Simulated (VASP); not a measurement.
TePb, 2 atoms in the cell. It takes space group Fm-3m (No. 225, cubic). Conventional cell: a = 6.536 Å, b = 6.536 Å, c = 6.536 Å, α = 90.00°, β = 90.00°, γ = 90.00°. Pb (site symmetry m-3m) has 6 Te at 3.27 Å within 4.3 Å. Within 4.3 Å of Te (site symmetry m-3m) lie 6 Pb at 3.27 Å. 

| Property | Result |
| --- | --- |
| Program | VASP 6.6.1 |
| Task | single point |
| Functional | PBE |
| Potentials or basis | VASP PAW PBE potentials, release 64 (Pb_d, Te) |
| Cutoff | 520 eV |
| k mesh | 4 × 4 × 4 |
| Occupations | gaussian, width 0.01 eV |
| Spin | no spin polarisation |
| Dipole correction | no |
| Further INCAR settings | ALGO = Normal; EDIFF = 1e-07; NBANDS = 17 |

Potentials or basis: VASP PAW PBE potentials, release 64 (Pb_d, Te).

Run with:

```console
$ cat potpaw_PBE.64/Pb_d/POTCAR potpaw_PBE.64/Te/POTCAR > POTCAR
$ mpirun -np 1 vasp_std > vasp.out
```

Hardware: 1 thread of AMD EPYC 9R45 96-Core Processor (Zen 5), on a shared host.

Question: Estimate the wall time of this run.

Answer: Run time: 10 s on 1 thread of AMD EPYC 9R45 96-Core Processor (Zen 5), with other jobs on the host, peak memory 0.17 GiB. Counts: scf iterations 14, k points 8.
